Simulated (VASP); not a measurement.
A run of VASP 6.6.1 is set up as follows.

Contents of INCAR:

```
SYSTEM = ZnSe
PREC = Accurate
ENCUT = 520
EDIFF = 1E-6
ISMEAR = -1
SIGMA = 0.02
LREAL = .False.
LASPH = .True.
NELM = 100
ALGO = Normal
ISIF = 2
LWAVE = .False.
LCHARG = .True.
GGA = PS
LELF = .True.
LVHAR = .True.
NBANDS = 16
ISYM = 0
```

KPOINTS

```
Automatic mesh
0
Gamma
  6 6 6
  0 0 0.5
```

File POSCAR:

```
ZnSe
1.0
    3.3251530431      0.0000000000      0.0000000000
    0.0000000000      3.3251530431      0.0000000000
    0.0000000000      0.0000000000      3.3251530431
Zn Se
1 1
Direct
    0.0000000000      0.0000000000      0.0000000000
    0.5000000000      0.5000000000      0.5000000000
```

Potentials or basis: VASP PAW PBE potentials, release 64 (Zn, Se).

Launch:

```console
$ cat potpaw_PBE.64/Zn/POTCAR potpaw_PBE.64/Se/POTCAR > POTCAR
$ mpirun -np 1 vasp_std > vasp.out
```

Task: What does it give for the band gap on the k mesh?

Result: Zero (band 9 reaches 4.43 eV, above the bottom of band 10 at 2.58 eV).

Task: Estimate the pressure.

Result: -2.4 GPa.

Caveat: the PAW data sets were made with another functional, which shifts forces and pressure a little.
